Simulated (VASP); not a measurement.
Set up this calculation in VASP 6.6.1, as the native input.

| Property | Result |
| --- | --- |
| Task | single point |
| Functional | PBE |
| Potentials or basis | VASP PAW PBE potentials, release 64 (Tl_d, S) |
| Cutoff | 520 eV |
| k mesh | 8 × 8 × 8 |
| Occupations | fermi-dirac, width 0.05 eV |
| Spin | no spin polarisation |
| Dipole correction | no |
| Further INCAR settings | ALGO = Normal; EDIFF = 1e-06; NBANDS = 30 |

The structure of Tl3S lies in POSCAR:

```
Tl3S
1.0
   -2.1328366628      2.1328366628      4.6637693990
    2.1328366628     -2.1328366628      4.6637693990
    2.1328366628      2.1328366628     -4.6637693990
Tl S
3 1
Direct
    0.5000000000      0.5000000000      0.0000000000
    0.2500000000      0.7500000000      0.5000000000
    0.7500000000      0.2500000000      0.5000000000
    0.0000000000      0.0000000000      0.0000000000
```

These files were run (other wordings do the same):

INCAR

```
ALGO = Normal
EDIFF = 1E-6
ENCUT = 520
GGA = PE
ISIF = 2
ISMEAR = -1
LASPH = T
LCHARG = F
LREAL = F
LWAVE = F
NBANDS = 30
NELM = 100
PREC = Accurate
SIGMA = 0.05
```

KPOINTS

```
k-points
0
Gamma
  8 8 8
```

Potentials or basis: VASP PAW PBE potentials, release 64 (Tl_d, S).

The run is started by

```console
$ cat potpaw_PBE.64/Tl_d/POTCAR potpaw_PBE.64/S/POTCAR > POTCAR
$ mpirun -np 1 vasp_std > vasp.out
```

It gave:

The pressure is 19.9 GPa.

Wall time 2.9 min on 1 thread of Intel(R) Xeon(R) Platinum 8259CL CPU @ 2.50GHz (Skylake/Cascade Lake) (shared host), peak memory 0.32 GiB.
